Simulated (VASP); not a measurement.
Fe: single point with PBE

Fe:

```
CELL_PARAMETERS angstrom
-1.41571 1.41571 1.41571
1.41571 -1.41571 1.41571
1.41571 1.41571 -1.41571
ATOMIC_POSITIONS crystal
Fe 0.00000 0.00000 0.00000
```

```json
{
  "Program": "VASP 6.6.1",
  "Task": "single point",
  "Functional": "PBE",
  "Potentials or basis": "VASP PAW PBE potentials, release 64 (Fe)",
  "Cutoff": "520 eV",
  "k mesh": "25 × 25 × 25",
  "Occupations": "fermi-dirac, width 0.08 eV",
  "Spin": "collinear spin, ferromagnetic start",
  "Starting moments": "[2.5] μB",
  "Dipole correction": "no",
  "Further INCAR settings": "ALGO = Normal; EDIFF = 1e-06; NBANDS = 14"
}
```

- Pressure: -0.4 GPa
- Net moment: 2.18 μB per cell
- Site moments: Fe +2.18 μB
- Valence electrons inside the program's atomic spheres: Fe 7.27

Levels at points of the mesh, in eV from the Fermi level:
Spin up:
```csv
k point,band 2,band 3,band 4,band 5,band 6,band 7,band 8,band 9
"(0.00, 0.00, 0.00)",-2.30,-2.30,-2.30,-1.09,-1.09,25.03,25.03,25.03
```
Spin down:
| k point | band 1 | band 2 | band 3 | band 4 | band 5 | band 6 | band 7 |
| --- | --- | --- | --- | --- | --- | --- | --- |
| (0.00, 0.00, 0.00) | -8.28 | -0.41 | -0.41 | -0.41 | 1.65 | 1.65 | 24.78 |

Wall time 48 s on 1 thread of Intel(R) Xeon(R) 6975P-C (Granite Rapids), with other jobs on the host, peak memory 0.21 GiB.
